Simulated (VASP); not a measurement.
# ZnSe5 (P-62m) in VASP: further runs

The runs below take ZnSe5 through single point, relaxation of cell and atoms, with PBE.

Program: VASP 6.6.1. These are calculated values, not measurements. Logs are shortened: lines on timing, memory, paths and dates and some standing lists are left out, and cuts for length are marked.

### Step 1. The cell of the first run

Symmetry: P-62m, No. 189, hexagonal system. Conventional cell: a = 6.660 Å, b = 6.660 Å, c = 5.413 Å, α = 90.00°, β = 90.00°, γ = 120.00°. Zn (site symmetry -62m) has 18 Se at 3.85 to 4.31 Å within 5.0 Å. Within 4.4 Å of Se (site symmetry m2m) lie 8 Se at 3.32 to 3.33 Å and 4 Zn at 4.27 to 4.31 Å. Within 4.4 Å of Se (site symmetry -6) lie 9 Se at 3.32 to 3.85 Å and 3 Zn at 3.85 Å.

### Step 2. Single point, PBE

INCAR reads:

```
PREC     = Accurate       # precision mode
ENCUT    = 520            # plane-wave cutoff, eV
EDIFF    = 1E-6           # SCF threshold, eV
ISMEAR   = 0              # smearing method
SIGMA    = 0.1            # smearing width, eV
LREAL    = False          # projectors in reciprocal space
LASPH    = True           # aspherical terms in the spheres
NELM     = 60             # most SCF steps
ALGO     = Normal         # electronic algorithm
ISIF     = 2              # what is computed and relaxed
LWAVE    = False          # write WAVECAR
LCHARG   = True           # write CHGCAR
GGA      = PE             # functional
LELF     = True           # ELF
LVHAR    = True         
NBANDS   = 30             # bands
```

KPOINTS reads:

```
Automatic mesh
0
Gamma
  3 3 4
```

POSCAR reads:

```
ZnSe5
1.0
    6.6600383100      0.0000000000      0.0000000000
   -3.3300191600      5.7677623700      0.0000000000
    0.0000000000      0.0000000000      5.4126864900
Zn Se
1 5
Direct
    0.0000000000      0.0000000000      0.5000000000
    0.5031474200      0.0000000000      0.0000000000
    0.6666666700      0.3333333300      0.5000000000
    0.4968525800      0.4968525800      0.0000000000
    0.3333333300      0.6666666700      0.5000000000
    0.0000000000      0.5031474200      0.0000000000
```

Potentials or basis: VASP PAW PBE potentials, release 64 (Zn, Se).

The run is started by

```bash
$ cat potpaw_PBE.64/Zn/POTCAR potpaw_PBE.64/Se/POTCAR > POTCAR
$ mpirun -np 1 vasp_std > vasp.out
```

OUTCAR:

```text
PREC = Accurate
   ENCUT = 520
   EDIFF = 1E-6
   ISMEAR = 0
   LREAL = False
   LASPH = True
   NELM = 60
   ISIF = 2
   GGA = PE

 ion  position               nearest neighbor table
   1  0.000  0.000  0.500-
   2  0.503  0.000  0.000-
   3  0.667  0.333  0.500-
   4  0.497  0.497  0.000-
   5  0.333  0.667  0.500-
   6  0.000  0.503  0.000-

  LATTYP: Found a hexagonal cell.
 ALAT       =     6.6600383100
 C/A-ratio  =     0.8127110143

  Lattice vectors:

 A1 = (   6.6600383100,   0.0000000000,   0.0000000000)
 A2 = (  -3.3300191600,   5.7677623700,   0.0000000000)
 A3 = (   0.0000000000,   0.0000000000,   5.4126864900)

Analysis of symmetry for initial positions (statically):
=====================================================================
 Subroutine PRICEL returns:
 Original cell was already a primitive cell.

 Routine SETGRP: Setting up the symmetry group for a
 hexagonal supercell.

 Subroutine GETGRP returns: Found 12 space group operations
 (whereof 12 operations were pure point group operations)
 out of a pool of 24 trial point group operations.

The static configuration has the point symmetry D_3h.

Analysis of symmetry for dynamics (positions and initial velocities):
=====================================================================
 Subroutine PRICEL returns:
 Original cell was already a primitive cell.

 Routine SETGRP: Setting up the symmetry group for a
 hexagonal supercell.

 Subroutine GETGRP returns: Found 12 space group operations
 (whereof 12 operations were pure point group operations)
 out of a pool of 24 trial point group operations.

The dynamic configuration has the point symmetry D_3h.

 Subroutine INISYM returns: Found 12 space group operations
 (whereof 12 operations are pure point group operations),
 and found     1 'primitive' translations

----------------------------------------------------------------------------------------

                                     Primitive cell

  volume of cell :     207.9203

  direct lattice vectors                    reciprocal lattice vectors
     6.660038310  0.000000000  0.000000000     0.150149286  0.086688731  0.000000000
    -3.330019160  5.767762370  0.000000000     0.000000000  0.173377462  0.000000000
     0.000000000  0.000000000  5.412686490     0.000000000  0.000000000  0.184751140

  length of vectors
     6.660038310  6.660038315  5.412686490     0.173377462  0.173377462  0.184751140

  position of ions in fractional coordinates (direct lattice)
     0.000000000  0.000000000  0.500000000
     0.503147420  0.000000000  0.000000000
     0.666666670  0.333333330  0.500000000
     0.496852580  0.496852580  0.000000000
     0.333333330  0.666666670  0.500000000
     0.000000000  0.503147420  0.000000000

  ion indices of the primitive-cell ions
   primitive index   ion index
                 1           1
                 2           2
                 3           3
                 4           4
                 5           5
                 6           6

----------------------------------------------------------------------------------------

 KPOINTS: Automatic mesh

Automatic generation of k-mesh.
 Grid dimensions read from file:
 generate k-points for:    3    3    4

 Generating k-lattice:

  Cartesian coordinates                     Fractional coordinates (reciprocal lattice)
     0.050049762  0.028896244  0.000000000     0.333333333  0.000000000  0.000000000
     0.000000000  0.057792487  0.000000000     0.000000000  0.333333333  0.000000000
     0.000000000  0.000000000  0.046187785     0.000000000  0.000000000  0.250000000

  Length of vectors
     0.057792487  0.057792487  0.046187785

  Shift w.r.t. Gamma in fractional coordinates (k-lattice)
     0.000000000  0.000000000  0.000000000

 Subroutine IBZKPT returns following result:
 ===========================================

 Found      9 irreducible k-points:

 Following reciprocal coordinates:
            Coordinates               Weight
  0.000000  0.000000  0.000000      1.000000
  0.333333 -0.000000  0.000000      6.000000
  0.333333  0.333333  0.000000      2.000000
  0.000000  0.000000  0.250000      2.000000
  0.333333 -0.000000  0.250000     12.000000
  0.333333  0.333333  0.250000      4.000000
  0.000000  0.000000  0.500000      1.000000
  0.333333 -0.000000  0.500000      6.000000
  0.333333  0.333333  0.500000      2.000000
   k-points           NKPTS =      9   k-points in BZ     NKDIM =      9   number of bands    NBANDS=     30
   number of dos      NEDOS =    301   number of ions     NIONS =      6
   total plane-waves  NPLWV = 100000
   dimension x,y,z NGX =    50 NGY =   50 NGZ =   40
   dimension x,y,z NGXF=   100 NGYF=  100 NGZF=   80
   ions per type =               1   5
   NGX,Y,Z   is equivalent  to a cutoff of  12.48, 12.48, 12.29 a.u.
   NGXF,Y,Z  is equivalent  to a cutoff of  24.96, 24.96, 24.57 a.u.
 SYSTEM =  unknown system
   PREC   = accura    normal or accurate (medium, high low for compatibility)
   ISTART =      0    job   : 0-new  1-cont  2-samecut
   ICHARG =      2    charge: 1-file 2-atom 10-const
   ISPIN  =      1    spin polarized calculation?
   LNONCOLLINEAR =      F non collinear calculations
   LSORBIT =      F    spin-orbit coupling
   LASPH  =      T    aspherical Exc in radial PAW
   ENCUT  =  520.0 eV  38.22 Ry    6.18 a.u.  12.38 12.38 10.06*2*pi/ulx,y,z
   NELM   =     60;   NELMIN=  2; NELMDL= -5     # of ELM steps
   EDIFF  = 0.1E-05   stopping-criterion for ELM
   LREAL  =      F    real-space projection
   EDIFFG = 0.1E-04   stopping-criterion for IOM
   NSW    =      0    number of steps for IOM
   IBRION =     -1    ionic relax: 0-MD 1-quasi-New 2-CG
   NFREE  =      0    steps in history (QN), initial steepest desc. (CG)
   ISIF   =      2    stress and relaxation
   ISYM   =      2    0-nonsym 1-usesym 2-fastsym
   POTIM  = 0.5000    time-step for ionic-motion
   TEBEG  =    0.0;   TEEND  =   0.0 temperature during run
   PSTRESS=    0.0 pullay stress
   NELECT =      42.0000    total number of electrons
   NUPDOWN=      -1.0000    fix difference up-down
   EMIN   =  10.00;   EMAX   =-10.00  energy-range for DOS
   EFERMI =   0.00;   METHOD = LEGACY
   ISMEAR =     0;   SIGMA  =   0.10  broadening in eV -4-tet -1-fermi 0-gaus
   EFERMI_NEDOS =   21; number of points for ismear=-14 and -15
   IALGO  =     38    algorithm
   IMIX   =      4    mixing-type and parameters
     AMIX     =   0.40;   BMIX     =  1.00
     AMIX_MAG =   1.60;   BMIX_MAG =  1.00
  volume/ion in A,a.u.               =      34.65       233.85
  Fermi-wavevector in a.u.,A,eV,Ry     =   0.960562  1.815200 12.553827  0.922680
  Thomas-Fermi vector in A             =   2.089858
   LORBIT       =      0    0 simple, 1 ext, 2 COOP (PROOUT), +10 PAW based schemes
   GGA     = PE    functional components
   LHFCALC =     F    Hartree Fock is set to
   AEXX    =    0.0000 exact exchange contribution
   IVDW    =     0    specifies the selected vdW correction
   LEPSILON=     F    determine dielectric tensor
   LRPA    =     F    only Hartree local field effects (RPA)
 non-spin polarized calculation
 Gauss-broadening in eV      SIGMA  =   0.10
  energy-cutoff  :      520.00
  volume of cell :      207.92
 maximum number of plane-waves:      5648
 NGX is ok and might be reduce to    50
   NGX = 25   NGY = 25   NGZ = 21

 number of electron      41.9999994 magnetization

 Free energy of the ion-electron system (eV)
  ---------------------------------------------------
  ext. energy  EPLUGINS =         0.00000000
  ---------------------------------------------------
  free energy    TOTEN  =       -12.61273796 eV

  energy without entropy =      -12.56730256  energy(sigma->0) =      -12.59002026

 E-fermi :   0.1221     XC(G=0):  -8.0141

 val. band max:        0.0820865494   @ k =   0.3333  -0.0000   0.2500
 cond. band min:       0.1431494998   @ k =   0.3333  -0.0000   0.2500
 fundamental gap:      0.0610629504
 Fermi energy:         0.1220859905

 k-point     1 :       0.0000    0.0000    0.0000
  band No.  band energies     occupation
      1     -13.1466      2.00000
      2     -11.6387      2.00000
      3     -11.5173      2.00000
      4     -11.5173      2.00000
      5     -11.2756      2.00000
      6      -5.4656      2.00000
[... 22 lines left out ...]
     29       5.4000      0.00000
     30       6.5505      0.00000

 k-point     2 :       0.3333   -0.0000    0.0000
  band No.  band energies     occupation
      1     -12.9390      2.00000
      2     -12.2045      2.00000
      3     -11.5261      2.00000
      4     -11.2490      2.00000
      5     -11.2367      2.00000
      6      -5.4683      2.00000
[... 22 lines left out ...]
     29       5.2611      0.00000
     30       7.5318      0.00000

 k-point     3 :       0.3333    0.3333    0.0000
  band No.  band energies     occupation
      1     -12.6152      2.00000
      2     -12.6152      2.00000
      3     -11.5364      2.00000
      4     -11.2092      2.00000
      5     -11.2092      2.00000
      6      -5.4699      2.00000
[... 22 lines left out ...]
     29       4.8717      0.00000
     30       8.1431      0.00000

 k-point     4 :       0.0000    0.0000    0.2500
  band No.  band energies     occupation
      1     -12.9670      2.00000
      2     -11.6142      2.00000
      3     -11.5999      2.00000
      4     -11.5042      2.00000
      5     -11.5042      2.00000
      6      -5.4636      2.00000
[... 22 lines left out ...]
     29       4.9813      0.00000
     30       7.4032      0.00000

 k-point     5 :       0.3333   -0.0000    0.2500
  band No.  band energies     occupation
      1     -12.7649      2.00000
      2     -12.0751      2.00000
      3     -11.5291      2.00000
      4     -11.5128      2.00000
      5     -11.3943      2.00000
      6      -5.4663      2.00000
[... 22 lines left out ...]
     29       5.0094      0.00000
     30       7.4703      0.00000

 k-point     6 :       0.3333    0.3333    0.2500
  band No.  band energies     occupation
      1     -12.4545      2.00000
      2     -12.4545      2.00000
      3     -11.5227      2.00000
      4     -11.4435      2.00000
      5     -11.4435      2.00000
      6      -5.4681      2.00000
[... 22 lines left out ...]
     29       4.9841      0.00000
     30       7.6392      0.00000

 k-point     7 :       0.0000    0.0000    0.5000
  band No.  band energies     occupation
      1     -12.6538      2.00000
      2     -12.0463      2.00000
      3     -11.5891      2.00000
      4     -11.4910      2.00000
      5     -11.4910      2.00000
      6      -5.4633      2.00000
[... 22 lines left out ...]
     29       4.7579      0.00000
     30       7.6020      0.00000

 k-point     8 :       0.3333   -0.0000    0.5000
  band No.  band energies     occupation
      1     -12.4498      2.00000
      2     -11.9545      2.00000
      3     -11.7944      2.00000
      4     -11.6919      2.00000
      5     -11.4994      2.00000
      6      -5.4642      2.00000
[... 22 lines left out ...]
     29       4.8387      0.00000
     30       7.8283      0.00000

 k-point     9 :       0.3333    0.3333    0.5000
  band No.  band energies     occupation
      1     -12.1433      2.00000
      2     -12.1433      2.00000
      3     -11.8258      2.00000
      4     -11.8258      2.00000
      5     -11.5088      2.00000
      6      -5.4663      2.00000
[... 22 lines left out ...]
     29       5.1003      0.00000
     30       8.0431      0.00000

------------------------ aborting loop because EDIFF is reached ----------------------------------------

  FORCE on cell =-STRESS in cart. coord.  units (eV):
  Direction    XX          YY          ZZ          XY          YZ          ZX
  --------------------------------------------------------------------------------------
  -------------------------------------------------------------------------------------
  Total       -7.8176966     -7.8176966    -15.7950166      0.0000000      0.0000000      0.0000000
  in kB      -60.2410361    -60.2410362   -121.7120868      0.0000001      0.0000000      0.0000000
  external PRESSURE =     -80.7313864 kB  Pullay stress =       0.0000000 kB

 VOLUME and BASIS-vectors are now :
 -----------------------------------------------------------------------------
  energy-cutoff  :      520.00
  volume of cell :      207.92
      direct lattice vectors                 reciprocal lattice vectors
     6.660038310  0.000000000  0.000000000     0.150149286  0.086688731  0.000000000
    -3.330019160  5.767762370  0.000000000     0.000000000  0.173377462  0.000000000
     0.000000000  0.000000000  5.412686490     0.000000000  0.000000000  0.184751140

 POSITION                                       TOTAL-FORCE (eV/Angst)
 -----------------------------------------------------------------------------------
      0.00000      0.00000      2.70634         0.000000     -0.000000     -0.000000
      3.35098      0.00000      0.00000        -0.008376      0.000000      0.000000
      3.33002      1.92259      2.70634         0.000000      0.000000     -0.000000
      1.65453      2.86573      0.00000         0.004188      0.007254     -0.000000
     -0.00000      3.84517      2.70634         0.000000      0.000000     -0.000000
     -1.67549      2.90203      0.00000         0.004188     -0.007254     -0.000000
 -----------------------------------------------------------------------------------
    total drift:                               -0.000000     -0.000000     -0.000000

  FREE ENERGIE OF THE ION-ELECTRON SYSTEM (eV)
  ---------------------------------------------------
  free  energy   TOTEN  =       -12.6127379601 eV

  energy  without entropy=      -12.5673025621  energy(sigma->0) =      -12.59002026
```

It took 34 s on 1 thread of Intel Xeon 6975P-C (Granite Rapids), shared host; peak memory 0.32 GiB.

Results:

- Free energy: -12.6127 eV
- Pressure: -8.1 GPa
- Largest force: 0.008 eV/Å
- Band gap on the k mesh: zero (band 21 reaches 0.72 eV, above the bottom of band 22 at -0.21 eV)

Forces on the atoms (eV/Å):
```
Zn   0.000  0.000  0.000
Se  -0.008  0.000  0.000
Se   0.000  0.000  0.000
Se   0.004  0.007  0.000
Se   0.000  0.000  0.000
Se   0.004 -0.007  0.000
```

Stress tensor (GPa, compression positive):
```
 -6.02   0.00   0.00
  0.00  -6.02   0.00
  0.00   0.00 -12.17
```

Caveat: the k points lie up to 0.36 Å⁻¹ apart.

### Step 3. Relaxation of cell and atoms, PBE

INCAR reads:

```
PREC = Accurate ; ENCUT = 600
EDIFF = 1E-6 ; ISMEAR = 0
SIGMA = 0.1 ; LREAL = False
LASPH = True ; NELM = 100
ALGO = Normal ; ISIF = 3
LWAVE = False ; LCHARG = False
GGA = PE ; IBRION = 2
NSW = 90 ; EDIFFG = -0.04
```

KPOINTS reads:

```
regular mesh
0
Gamma
  3 3 4
```

POSCAR is that of step 2.

Potentials or basis: VASP PAW PBE potentials, release 64 (Zn, Se).

The run is started by

```bash
$ cat potpaw_PBE.64/Zn/POTCAR potpaw_PBE.64/Se/POTCAR > POTCAR
$ mpirun -np 1 vasp_std > vasp.out
```

Wall time 9.8 min (1 thread of Intel Xeon 6975P-C (Granite Rapids), shared host); peak memory 0.43 GiB.

It converged, with:

* Free energy: -16.1359 eV
* Relaxed volume: 26.84 Å³/atom
* Relaxed cell: a = 7.263 Å, b = 7.263 Å, c = 3.525 Å, α = 90.00°, β = 90.00°, γ = 120.00°
* Space group after relaxing (to 0.05 Å): P-62m (No. 189)
* Energy gained by relaxing: 587.2 meV/atom
* Ionic steps: 19
* Pressure after relaxing: 0.0 GPa
* Largest force after relaxing: 0.009 eV/Å
* Band gap on the k mesh: zero (band 21 reaches 2.98 eV, above the bottom of band 22 at 1.68 eV)

Forces in eV/Å, atoms in the order of the input:
```
Zn   0.000  0.000  0.000
Se   0.009  0.000  0.000
Se   0.000  0.000  0.000
Se  -0.005 -0.008  0.000
Se   0.000  0.000  0.000
Se  -0.005  0.008  0.000
```

Stress tensor (GPa, compression positive):
```
 0.04  0.00  0.00
 0.00  0.04  0.00
 0.00  0.00 -0.05
```

Step by step:
```csv
step,energy change (eV),largest force (eV/Å),pressure (GPa),volume (Å³)
1,0.0000,0.0082,-8.08,207.92
2,-2.5073,0.0586,-4.78,159.38
3,-2.8754,0.1014,-0.54,143.60
4,-2.8858,0.1129,0.62,140.54
5,-2.8845,0.1083,0.15,141.73
6,-2.9232,0.1530,0.13,142.70
7,-2.9894,0.2019,0.35,145.38
8,-3.1683,0.0274,1.53,149.56
9,-3.3028,0.0465,4.11,152.54
10,-3.4504,0.0409,2.78,152.40
11,-3.4042,0.0660,3.30,152.59
12,-3.4427,0.0526,3.00,152.51
13,-3.4633,0.0478,2.40,154.55
14,-3.4707,0.0367,1.55,157.56
15,-3.4711,0.0389,1.66,157.11
16,-3.4861,0.0343,1.38,157.71
17,-3.5156,0.0205,0.66,159.47
18,-3.5110,0.0020,-0.69,162.95
19,-3.5232,0.0092,0.01,161.06
```

Final structure:
```yaml
crystal:
  lattice:
    - [7.26333, 0.00000, 0.00000]
    - [-3.63167, 6.29023, 0.00000]
    - [0.00000, 0.00000, 3.52524]
  atoms:
    - { symbol: Zn, position: [0.00000, 0.00000, 0.50000] }
    - { symbol: Se, position: [0.52086, 0.00000, 0.00000] }
    - { symbol: Se, position: [0.66667, 0.33333, 0.50000] }
    - { symbol: Se, position: [0.47914, 0.47914, 0.00000] }
    - { symbol: Se, position: [0.33333, 0.66667, 0.50000] }
    - { symbol: Se, position: [0.00000, 0.52086, 0.00000] }
```

Levels at points of the mesh, in eV from the Fermi level:
```
           k point  band 17  band 18  band 19  band 20  band 21  band 22  band 23  band 24  band 25
(0.00, 0.00, 0.00)    -1.57    -1.22    -1.22    -1.03    -0.42    -0.42    -0.40     3.22     3.22
(0.00, 0.00, 0.50)    -2.45    -2.09    -1.68    -0.47    -0.47     0.15     0.39     2.39     2.50
```

Caveat: the k points lie up to 0.45 Å⁻¹ apart in the final cell; the volume moved by over 15 % at a fixed basis, so the end points are rough.
